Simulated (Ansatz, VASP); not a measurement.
## SiO2 in VASP and in Ansatz

```
CELL_PARAMETERS angstrom
0.00000 3.68912 3.68912
3.68912 0.00000 3.68912
3.68912 3.68912 0.00000
ATOMIC_POSITIONS crystal
Si 0.50000 0.50000 0.50000
Si 0.75000 0.75000 0.75000
O 0.62500 0.62500 0.62500
O 0.12500 0.62500 0.62500
O 0.62500 0.62500 0.12500
O 0.62500 0.12500 0.62500
```

Alike in both runs: functional LDA; k mesh 6 × 6 × 6; occupations gaussian, width 0.02 eV; no spin polarisation.

Ansatz relaxed the structure, and its values are those at the end. VASP's run is a single point on that final structure, the one shown.

|  | VASP | Ansatz |
| --- | --- | --- |
| version | VASP 6.6.1 | Ansatz 0.2.0 |
| potentials or method | VASP PAW LDA potentials, release 64 (Si, O), cutoff 520 eV | scalar-relativistic, plane waves, PAW |
| valence electrons in the cell | 32 | 32 |

```csv
,VASP,Ansatz,Ansatz less VASP
gap on the k mesh at the Fermi level (eV),5.32,5.33,+0.005
pressure (GPa),0.4,0.0,-0.45
```

LDA's correlation is that of Perdew and Zunger in VASP and of Perdew and Wang (1992) in Ansatz.
